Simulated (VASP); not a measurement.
# GaSb (I-4m2) in VASP: further runs

The runs below take GaSb through single point, with r2SCAN, PBE.

Program: VASP 6.6.1. These are calculated values, not measurements. Logs are shortened: lines on timing, memory, paths and dates and some standing lists are left out, and cuts for length are marked.

### 1 The cell of the first run

Symmetry: I-4m2, No. 119, tetragonal system. Conventional cell: a = 4.315 Å, b = 4.315 Å, c = 6.132 Å, α = 90.00°, β = 90.00°, γ = 90.00°. Ga (site symmetry -4m2) has 4 Sb at 2.65 Å within 3.5 Å. Sb (site symmetry -4m2) has 4 Ga at 2.65 Å within 3.5 Å.

### 2 Single point, r2SCAN (biaxial xy strain -0.5%)

The input, POSCAR:

```
GaSb
1.0
    0.0000000000      3.0511625820      3.0658788003
    3.0511625820      0.0000000000      3.0658788003
    3.0511625820      3.0511625820      0.0000000000
Ga Sb
1 1
Direct
    0.0000000000      0.0000000000      0.0000000000
    0.2500000000      0.2500000000      0.2500000000
```

The input, INCAR.step1:

```
PREC     = Accurate       # precision mode
ENCUT    = 520            # plane-wave cutoff, eV
ISMEAR   = -1             # smearing method
SIGMA    = 0.02           # smearing width, eV
LREAL    = F              # projectors in reciprocal space
LASPH    = T              # aspherical terms in the spheres
NELM     = 60             # most SCF steps
NBANDS   = 16             # bands
GGA      = PE             # functional
ALGO     = Normal         # electronic algorithm
EDIFF    = 1E-4           # SCF threshold, eV
LWAVE    = T              # write WAVECAR
LCHARG   = F              # write CHGCAR
```

The input, INCAR.step2:

```
PREC     = Accurate       # precision mode
ENCUT    = 520            # plane-wave cutoff, eV
EDIFF    = 1E-6           # SCF threshold, eV
ISMEAR   = -1             # smearing method
SIGMA    = 0.02           # smearing width, eV
LREAL    = F              # projectors in reciprocal space
LASPH    = T              # aspherical terms in the spheres
NELM     = 60             # most SCF steps
ALGO     = Normal         # electronic algorithm
ISIF     = 2              # what is computed and relaxed
LWAVE    = F              # write WAVECAR
LCHARG   = F              # write CHGCAR
METAGGA  = R2SCAN         # meta-GGA
LMIXTAU  = T            
NBANDS   = 16             # bands
ISTART   = 1
```

The input, KPOINTS:

```
Automatic mesh
0
Gamma
  8 8 8
```

Potentials or basis: VASP PAW PBE potentials, release 64 (Ga_d, Sb).

On the command line:

```bash
cat potpaw_PBE.64/Ga_d/POTCAR potpaw_PBE.64/Sb/POTCAR > POTCAR
cp INCAR.step1 INCAR
mpirun -np 1 vasp_std > vasp.out
cp INCAR.step2 INCAR
mpirun -np 1 vasp_std > vasp.out
```

OUTCAR:

```text
PREC = Accurate
   ENCUT = 520
   EDIFF = 1E-6
   ISMEAR = -1
   LREAL = F
   LASPH = T
   NELM = 60
   ISIF = 2
   METAGGA = R2SCAN
   ISTART = 1

 ion  position               nearest neighbor table
   1  0.000  0.000  0.000-   2 2.65   2 2.65   2 2.65   2 2.65
   2  0.250  0.250  0.250-   1 2.65   1 2.65   1 2.65   1 2.65

  LATTYP: Found a body centered tetragonal cell.
 ALAT       =     4.3149955045
 C/A-ratio  =     1.4210345281

  Lattice vectors:

 A1 = (  -3.0511625820,   0.0000000000,   3.0658788003)
 A2 = (   3.0511625820,   0.0000000000,   3.0658788003)
 A3 = (   0.0000000000,   3.0511625820,  -3.0658788003)

Analysis of symmetry for initial positions (statically):
=====================================================================
 Subroutine PRICEL returns:
 Original cell was already a primitive cell.

 Routine SETGRP: Setting up the symmetry group for a
 body centered tetragonal supercell.

 Subroutine GETGRP returns: Found  8 space group operations
 (whereof  8 operations were pure point group operations)
 out of a pool of 16 trial point group operations.

The static configuration has the point symmetry D_2d.

Analysis of symmetry for dynamics (positions and initial velocities):
=====================================================================
 Subroutine PRICEL returns:
 Original cell was already a primitive cell.

 Routine SETGRP: Setting up the symmetry group for a
 body centered tetragonal supercell.

 Subroutine GETGRP returns: Found  8 space group operations
 (whereof  8 operations were pure point group operations)
 out of a pool of 16 trial point group operations.

The dynamic configuration has the point symmetry D_2d.

 Subroutine INISYM returns: Found  8 space group operations
 (whereof  8 operations are pure point group operations),
 and found     1 'primitive' translations

----------------------------------------------------------------------------------------

                                     Primitive cell

  volume of cell :      57.0842

  direct lattice vectors                    reciprocal lattice vectors
     0.000000000  3.051162582  3.065878800    -0.163871962  0.163871962  0.163085377
     3.051162582  0.000000000  3.065878800     0.163871962 -0.163871962  0.163085377
     3.051162582  3.051162582  0.000000000     0.163871962  0.163871962 -0.163085377

  length of vectors
     4.325413959  4.325413959  4.314995504     0.283381157  0.283381157  0.283381157

  position of ions in fractional coordinates (direct lattice)
     0.000000000  0.000000000  0.000000000
     0.250000000  0.250000000  0.250000000

  ion indices of the primitive-cell ions
   primitive index   ion index
                 1           1
                 2           2

----------------------------------------------------------------------------------------

 KPOINTS: Automatic mesh

Automatic generation of k-mesh.
 Grid dimensions read from file:
 generate k-points for:    8    8    8

 Generating k-lattice:

  Cartesian coordinates                     Fractional coordinates (reciprocal lattice)
    -0.020483995  0.020483995  0.020385672     0.125000000  0.000000000  0.000000000
     0.020483995 -0.020483995  0.020385672     0.000000000  0.125000000  0.000000000
     0.020483995  0.020483995 -0.020385672    -0.000000000 -0.000000000  0.125000000

  Length of vectors
     0.035422645  0.035422645  0.035422645

  Shift w.r.t. Gamma in fractional coordinates (k-lattice)
     0.000000000  0.000000000  0.000000000

 Subroutine IBZKPT returns following result:
 ===========================================

 Found     59 irreducible k-points:

 Following reciprocal coordinates:
            Coordinates               Weight
  0.000000  0.000000  0.000000      1.000000
  0.125000  0.000000  0.000000      8.000000
  0.250000  0.000000  0.000000      8.000000
  0.375000  0.000000  0.000000      8.000000
  0.500000  0.000000  0.000000      4.000000
  0.125000  0.125000  0.000000      2.000000
[... 16 lines left out ...]
  0.250000  0.000000  0.125000     16.000000
  0.375000  0.000000  0.125000     16.000000
 [... further k-points ...]
   k-points           NKPTS =     59   k-points in BZ     NKDIM =     59   number of bands    NBANDS=     16
   number of dos      NEDOS =    301   number of ions     NIONS =      2
   total plane-waves  NPLWV =  32768
   dimension x,y,z NGX =    32 NGY =   32 NGZ =   32
   dimension x,y,z NGXF=    64 NGYF=   64 NGZF=   64
   ions per type =               1   1
   NGX,Y,Z   is equivalent  to a cutoff of  12.30, 12.30, 12.33 a.u.
   NGXF,Y,Z  is equivalent  to a cutoff of  24.60, 24.60, 24.66 a.u.
 SYSTEM =  unknown system
   PREC   = accura    normal or accurate (medium, high low for compatibility)
   ISTART =      1    job   : 0-new  1-cont  2-samecut
   ICHARG =      0    charge: 1-file 2-atom 10-const
   ISPIN  =      1    spin polarized calculation?
   LNONCOLLINEAR =      F non collinear calculations
   LSORBIT =      F    spin-orbit coupling
   LASPH  =      T    aspherical Exc in radial PAW
   ENCUT  =  520.0 eV  38.22 Ry    6.18 a.u.   8.04  8.04  8.02*2*pi/ulx,y,z
   NELM   =     60;   NELMIN=  2; NELMDL=  0     # of ELM steps
   EDIFF  = 0.1E-05   stopping-criterion for ELM
   LREAL  =      F    real-space projection
   EDIFFG = 0.1E-04   stopping-criterion for IOM
   NSW    =      0    number of steps for IOM
   IBRION =     -1    ionic relax: 0-MD 1-quasi-New 2-CG
   NFREE  =      0    steps in history (QN), initial steepest desc. (CG)
   ISIF   =      2    stress and relaxation
   ISYM   =      2    0-nonsym 1-usesym 2-fastsym
   POTIM  = 0.5000    time-step for ionic-motion
   TEBEG  =    0.0;   TEEND  =   0.0 temperature during run
   PSTRESS=    0.0 pullay stress
   NELECT =      18.0000    total number of electrons
   NUPDOWN=      -1.0000    fix difference up-down
   EMIN   =  10.00;   EMAX   =-10.00  energy-range for DOS
   EFERMI =   0.00;   METHOD = LEGACY
   ISMEAR =    -1;   SIGMA  =   0.02  broadening in eV -4-tet -1-fermi 0-gaus
   EFERMI_NEDOS =   21; number of points for ismear=-14 and -15
   IALGO  =     38    algorithm
   IMIX   =      4    mixing-type and parameters
     AMIX     =   0.40;   BMIX     =  1.00
     AMIX_MAG =   1.60;   BMIX_MAG =  1.00
  volume/ion in A,a.u.               =      28.54       192.61
  Fermi-wavevector in a.u.,A,eV,Ry     =   1.114279  2.105681 16.893221  1.241617
  Thomas-Fermi vector in A             =   2.250872
   LORBIT       =      0    0 simple, 1 ext, 2 COOP (PROOUT), +10 PAW based schemes
   METAGGA = R2SCAN    functional components
   LHFCALC =     F    Hartree Fock is set to
   AEXX    =    0.0000 exact exchange contribution
   IVDW    =     0    specifies the selected vdW correction
   LEPSILON=     F    determine dielectric tensor
   LRPA    =     F    only Hartree local field effects (RPA)
 non-spin polarized calculation
  energy-cutoff  :      520.00
  volume of cell :       57.08
 maximum number of plane-waves:      1552
   NGX = 17   NGY = 17   NGZ = 17

 number of electron      17.9999985 magnetization

 Free energy of the ion-electron system (eV)
  ---------------------------------------------------
  ext. energy  EPLUGINS =         0.00000000
  ---------------------------------------------------
  free energy    TOTEN  =       -37.59926360 eV

  energy without entropy =      -37.59926357  energy(sigma->0) =      -37.59926359

 E-fermi :   4.9642     XC(G=0):  -9.7345

 val. band max:        4.7256607535   @ k =   0.0000   0.0000   0.0000
 cond. band min:       5.1867493610   @ k =   0.0000   0.0000   0.0000
 fundamental gap:      0.4610886075
 Fermi energy:         4.9642043981

 k-point     1 :       0.0000    0.0000    0.0000
  band No.  band energies     occupation
      1     -10.7884      2.00000
      2     -10.7878      2.00000
      3     -10.7877      2.00000
      4     -10.7308      2.00000
      5     -10.7302      2.00000
      6      -7.2370      2.00000
[... 8 lines left out ...]
     15      13.6985      0.00000
     16      13.7804      0.00000

 k-point     2 :       0.1250    0.0000    0.0000
  band No.  band energies     occupation
      1     -10.7926      2.00000
      2     -10.7862      2.00000
      3     -10.7858      2.00000
      4     -10.7311      2.00000
      5     -10.7304      2.00000
      6      -7.0674      2.00000
[... 8 lines left out ...]
     15      12.9309      0.00000
     16      12.9878      0.00000

 k-point     3 :       0.2500    0.0000    0.0000
  band No.  band energies     occupation
      1     -10.8034      2.00000
      2     -10.7817      2.00000
      3     -10.7812      2.00000
      4     -10.7313      2.00000
      5     -10.7306      2.00000
      6      -6.5841      2.00000
[... 8 lines left out ...]
     15      12.7388      0.00000
     16      12.7559      0.00000

 k-point     4 :       0.3750    0.0000    0.0000
  band No.  band energies     occupation
      1     -10.8140      2.00000
      2     -10.7777      2.00000
      3     -10.7773      2.00000
      4     -10.7310      2.00000
      5     -10.7302      2.00000
      6      -5.9117      2.00000
[... 8 lines left out ...]
     15      13.7522      0.00000
     16      13.7719      0.00000
[... 324 lines left out ...]
 k-point    22 :       0.1250    0.0000    0.1250
  band No.  band energies     occupation
      1     -10.7960      2.00000
      2     -10.7845      2.00000
      3     -10.7839      2.00000
      4     -10.7322      2.00000
      5     -10.7296      2.00000
      6      -7.0095      2.00000
[... 8 lines left out ...]
     15      12.1760      0.00000
     16      13.9313      0.00000

 k-point    23 :       0.2500    0.0000    0.1250
  band No.  band energies     occupation
      1     -10.8051      2.00000
      2     -10.7804      2.00000
      3     -10.7795      2.00000
      4     -10.7335      2.00000
      5     -10.7292      2.00000
      6      -6.6265      2.00000
[... 8 lines left out ...]
     15      13.3258      0.00000
     16      13.7562      0.00000

 k-point    24 :       0.3750    0.0000    0.1250
  band No.  band energies     occupation
      1     -10.8147      2.00000
      2     -10.7767      2.00000
      3     -10.7753      2.00000
      4     -10.7337      2.00000
      5     -10.7290      2.00000
      6      -5.9964      2.00000
[... 8 lines left out ...]
     15      13.7462      0.00000
     16      14.4739      0.00000

 [... further k-points ...]
[... 5 lines left out ...]
  --------------------------------------------------------------------------------------
  -------------------------------------------------------------------------------------
  Total        0.2484239      0.2484239      0.1647031      0.0000000      0.0000000      0.0000000
  in kB        6.9724957      6.9724957      4.6227108      0.0000000      0.0000000      0.0000000
  external PRESSURE =       6.1892340 kB  Pullay stress =       0.0000000 kB

 VOLUME and BASIS-vectors are now :
 -----------------------------------------------------------------------------
  energy-cutoff  :      520.00
  volume of cell :       57.08
      direct lattice vectors                 reciprocal lattice vectors
     0.000000000  3.051162582  3.065878800    -0.163871962  0.163871962  0.163085377
     3.051162582  0.000000000  3.065878800     0.163871962 -0.163871962  0.163085377
     3.051162582  3.051162582  0.000000000     0.163871962  0.163871962 -0.163085377

 POSITION                                       TOTAL-FORCE (eV/Angst)
 -----------------------------------------------------------------------------------
      0.00000      0.00000      0.00000        -0.000000     -0.000000      0.000000
      1.52558      1.52558      1.53294         0.000000      0.000000     -0.000000
 -----------------------------------------------------------------------------------
    total drift:                               -0.000001     -0.000001     -0.000003

  FREE ENERGIE OF THE ION-ELECTRON SYSTEM (eV)
  ---------------------------------------------------
  free  energy   TOTEN  =       -37.5992636023 eV

  energy  without entropy=      -37.5992635734  energy(sigma->0) =      -37.59926359
```

Run time: 47 s. Hardware: 1 thread of Intel Xeon 6975P-C (Granite Rapids), shared host; peak memory 0.22 GiB.

What came out:

```
Free energy            : -37.5993 eV
Pressure               : 0.6 GPa
Band gap on the k mesh : 0.46 eV, direct
```

Caveat: the cell differs from its parent crystal (biaxial xy strain -0.5%); the PAW data sets were made with another functional, which shifts forces and pressure a little; spin-orbit coupling is left out, which moves the levels of the heavy elements. A k mesh can miss the band edges.

### 3 Single point, PBE (biaxial xy strain -0.5%)

The input, INCAR:

```
SYSTEM = GaSb
PREC = Accurate
ENCUT = 500
EDIFF = 1E-6
ISMEAR = -1
SIGMA = 0.02
LREAL = .FALSE.
LASPH = .TRUE.
NELM = 120
ALGO = Normal
ISIF = 2
LWAVE = .FALSE.
LCHARG = .FALSE.
GGA = PE
NBANDS = 16
GGA_COMPAT = .FALSE.
```

The input, KPOINTS:

```
regular mesh
0
G
  8 8 8
  0 0 0
```

POSCAR is that of step 2.

Potentials or basis: VASP PAW PBE potentials, release 64 (Ga_d, Sb).

On the command line:

```bash
cat potpaw_PBE.64/Ga_d/POTCAR potpaw_PBE.64/Sb/POTCAR > POTCAR
mpirun -np 1 vasp_std > vasp.out
```

Run time: 58 s. Hardware: 1 thread of Intel Xeon 8259CL, shared host; peak memory 0.21 GiB.

It converged, with:

* Free energy: -7.3431 eV
* Pressure: 2.5 GPa
* Band gap on the k mesh: 0.05 eV, direct

Stress tensor (GPa, compression positive):
```
2.60 0.00 0.00
0.00 2.60 0.00
0.00 0.00 2.40
```

Levels at points of the mesh, in eV from the valence-band top:
```csv
k point,band 6,band 7,band 8,band 9,band 10,band 11,band 12,band 13
"(0.00, 0.00, 0.00)",-11.51,-0.03,0.00,0.00,0.05,2.76,2.76,2.77
"(0.50, 0.00, 0.00)",-9.87,-6.39,-1.19,-1.15,0.40,3.72,3.75,6.46
"(0.50, 0.50, 0.00)",-9.05,-6.85,-2.57,-2.57,0.92,1.26,8.69,8.69
"(0.50, 0.00, 0.50)",-9.03,-6.83,-2.61,-2.60,0.88,1.23,8.69,8.69
```

Caveat: the cell differs from its parent crystal (biaxial xy strain -0.5%); spin-orbit coupling is left out, which moves the levels of the heavy elements.

### 4 Single point, r2SCAN (biaxial xy strain -0.5%)

POSCAR is that of step 3.

The input, INCAR.step1:

```
PREC     = Accurate       # precision mode
ENCUT    = 550            # plane-wave cutoff, eV
ISMEAR   = -1             # smearing method
SIGMA    = 0.02           # smearing width, eV
LREAL    = F              # projectors in reciprocal space
LASPH    = T              # aspherical terms in the spheres
NELM     = 120            # most SCF steps
NBANDS   = 21             # bands
GGA      = PE             # functional
ALGO     = Normal         # electronic algorithm
EDIFF    = 1E-5           # SCF threshold, eV
LWAVE    = T              # write WAVECAR
LCHARG   = F              # write CHGCAR
GGA_COMPAT= F
```

The input, INCAR.step2:

```
PREC     = Accurate       # precision mode
ENCUT    = 550            # plane-wave cutoff, eV
EDIFF    = 1E-6           # SCF threshold, eV
ISMEAR   = -1             # smearing method
SIGMA    = 0.02           # smearing width, eV
LREAL    = F              # projectors in reciprocal space
LASPH    = T              # aspherical terms in the spheres
NELM     = 120            # most SCF steps
ALGO     = Normal         # electronic algorithm
ISIF     = 2              # what is computed and relaxed
LWAVE    = F              # write WAVECAR
LCHARG   = F              # write CHGCAR
METAGGA  = R2SCAN         # meta-GGA
LMIXTAU  = T            
NBANDS   = 21             # bands
ISTART   = 1            
GGA_COMPAT= F
```

The input, KPOINTS:

```
Automatic mesh
0
Gamma
  8 8 8
```

Potentials or basis: VASP PAW PBE potentials, release 64 (Ga_d, Sb_d_GW).

On the command line:

```bash
cat potpaw_PBE.64/Ga_d/POTCAR potpaw_PBE.64/Sb_d_GW/POTCAR > POTCAR
cp INCAR.step1 INCAR
mpirun -np 1 vasp_std > vasp.out
cp INCAR.step2 INCAR
mpirun -np 1 vasp_std > vasp.out
```

It took 4.9 min on 1 thread of Intel Xeon Platinum 8259CL at 2.50GHz (Skylake/Cascade Lake), shared host; peak memory 0.29 GiB.

It converged, with:

```
Free energy            : -37.6319 eV
Pressure               : 0.5 GPa
Band gap on the k mesh : 0.46 eV, direct
```

Stress tensor (GPa, compression positive):
```
0.62 0.00 0.00
0.00 0.62 0.00
0.00 0.00 0.37
```

Levels at points of the mesh, in eV from the valence-band top:
| k point | band 12 | band 13 | band 14 | band 15 | band 16 | band 17 |
| --- | --- | --- | --- | --- | --- | --- |
| (0.00, 0.00, 0.00) | -0.03 | 0.00 | 0.00 | 0.46 | 2.98 | 2.98 |
| (0.50, 0.00, 0.00) | -6.60 | -1.24 | -1.21 | 0.68 | 4.01 | 4.03 |
| (0.50, 0.50, 0.00) | -7.07 | -2.69 | -2.69 | 1.14 | 1.50 | 9.31 |
| (0.50, 0.00, 0.50) | -7.05 | -2.72 | -2.72 | 1.10 | 1.46 | 9.31 |

Caveat: the cell differs from its parent crystal (biaxial xy strain -0.5%); the PAW data sets were made with another functional, which shifts forces and pressure a little; spin-orbit coupling is left out, which moves the levels of the heavy elements.

### 5 Summary

```csv
level,potentials or basis,cutoff (eV),second run,gap on the mesh (eV),pressure (GPa)
r2SCAN,"VASP PAW PBE potentials, release 64 (Ga_d, Sb)",520,-,0.46,0.6
PBE,"VASP PAW PBE potentials, release 64 (Ga_d, Sb)",500,-,0.05,2.5
r2SCAN,"VASP PAW PBE potentials, release 64 (Ga_d, Sb_d_GW)",550,valence_matched,0.46,0.5
```

Alike in all rows: task single point; no spin polarisation; cell as given; k mesh 8 × 8 × 8; smearing fermi-dirac 0.02 eV.

Caveats: spin-orbit coupling is left out, which moves the levels of the heavy elements; the PAW data sets were made with another functional, which shifts forces and pressure a little (some runs).

Total energies depend on the potentials used, so only differences within one code and one set of settings carry meaning.
